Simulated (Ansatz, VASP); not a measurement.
**One calculation of B3N2Cl, two programs**

```
B N Cl
1.0
     4.22219    0.00000    0.00000
    -2.11110    3.65653    0.00000
     0.00000    0.00000    6.39217
B N Cl
3 2 1
Cartesian
  0.0000 0.0000 4.8800
  0.0000 0.0000 1.5122
  0.0000 0.0000 0.0000
  0.0000 2.4377 3.1961
  2.1111 1.2188 3.1961
  0.0000 0.0000 3.1961
```

Alike in both runs: functional PBE; k mesh 6 × 6 × 4; occupations gaussian, width 0.1 eV; collinear spin.

Ansatz relaxed the structure, and its values are those at the end. VASP's run is a single point on that final structure, the one shown.

|  | VASP | Ansatz |
| --- | --- | --- |
| version | VASP 6.6.1 | Ansatz 0.2.0 |
| potentials or method | VASP PAW PBE potentials, release 64 (B, N, Cl), cutoff 520 eV | scalar-relativistic, plane waves, PAW |
| valence electrons in the cell | 26 | 26 |

|  | VASP | Ansatz | Ansatz less VASP |
| --- | --- | --- | --- |
| gap on the k mesh at the Fermi level (eV) | none | none | - |
| pressure (GPa) | 0.1 | 0.1 | +0.09 |
| rms of the force components (eV/Å) | 0.002 | 0.005 | +0.0028 |
| net moment per atom (μB) | 0.47 | 0.46 | -0.001 |
| size of the moment on the site where the two differ most (μB) | 0.80 | 1.00 | +0.206 |

Site moments also hang on the region over which each program counts them. A gap of «none» marks a metal or a gap that the smearing closes. With one functional, cell and mesh, what is left measures potentials, basis and numerics.
